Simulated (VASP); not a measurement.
Here is a VASP 6.6.1 calculation.

Contents of INCAR:

```
SYSTEM = Rh
  ALGO = Normal
  EDIFF = 1E-6
  ENCUT = 500
  GGA = CA
  GGA_COMPAT = .FALSE.
  ISIF = 2
  ISMEAR = -1
  LASPH = .TRUE.
  LCHARG = .FALSE.
  LREAL = .FALSE.
  LWAVE = .FALSE.
  NBANDS = 22
  NELM = 120
  PREC = Accurate
  SIGMA = 0.1
```

KPOINTS

```
k-points
0
G
  17 17 17
  0 0 0
```

The input POSCAR:

```
Rh
1.0
    0.0000000000      2.6961220968      2.6961220968
    2.6961220968      0.0000000000      2.6961220968
    2.6961220968      2.6961220968      0.0000000000
Rh
2
Direct
    0.1250000000      0.1250000000      0.1250000000
    0.8750000000      0.8750000000      0.8750000000
```

Potentials or basis: VASP PAW LDA potentials, release 64 (Rh_pv).

Launch:

```bash
$ cat potpaw_LDA.64/Rh_pv/POTCAR > POTCAR
$ mpirun -np 1 vasp_std > vasp.out
```

Question: Predict the band gap on the k mesh.

Answer: Zero (bands 15 and 16 overlap by 1.38 eV).

Question: Predict the pressure.

Answer: 0.7 GPa.
